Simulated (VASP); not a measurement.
Set up this calculation in VASP 6.6.1, as the native input.

```
Task                   : single point
Functional             : LDA
Potentials or basis    : VASP PAW LDA potentials, release 64 (Mg, S)
Cutoff                 : 520 eV
k mesh                 : 8 × 8 × 8
Occupations            : gaussian, width 0.05 eV
Spin                   : no spin polarisation
Dipole correction      : no
Further INCAR settings : ALGO = Normal; EDIFF = 1e-07; NBANDS = 11
```

The structure of MgS lies in POSCAR:

```
MgS
1.0
    0.0000000000      2.5366087500      2.6666912500
    2.5366087500      0.0000000000      2.6666912500
    2.5366087500      2.5366087500      0.0000000000
Mg S
1 1
Direct
    0.0000000000      0.0000000000      0.0000000000
    0.5000000000      0.5000000000      0.5000000000
```

This cell differs from its parent crystal: strain -0.025 along x and y, +0.025 along z.

The input as run:

INCAR

```
SYSTEM = MgS
PREC = Accurate ; ENCUT = 520
EDIFF = 1E-7 ; ISMEAR = 0
SIGMA = 0.05 ; LREAL = .FALSE.
LASPH = .TRUE. ; NELM = 60
ALGO = Normal ; ISIF = 2
LWAVE = .FALSE. ; LCHARG = .FALSE.
NBANDS = 11
```

KPOINTS

```
Automatic mesh
0
G
  8 8 8
  0 0 0
```

Potentials or basis: VASP PAW LDA potentials, release 64 (Mg, S).

Launch:

```bash
$ cat potpaw_LDA.64/Mg/POTCAR potpaw_LDA.64/S/POTCAR > POTCAR
$ mpirun -np 1 vasp_std > vasp.out
```

Results of the run:

| Property | Result |
| --- | --- |
| Pressure | -1.5 GPa |
| Band gap on the k mesh | 2.41 eV, indirect (least direct gap 3.57 eV) |

Caveat: the cell differs from its parent crystal (strain -0.025 along x and y, +0.025 along z).

Run time: 8.7 s on 1 thread of Intel(R) Xeon(R) 6975P-C (Granite Rapids), on a shared host, peak memory 0.15 GiB.
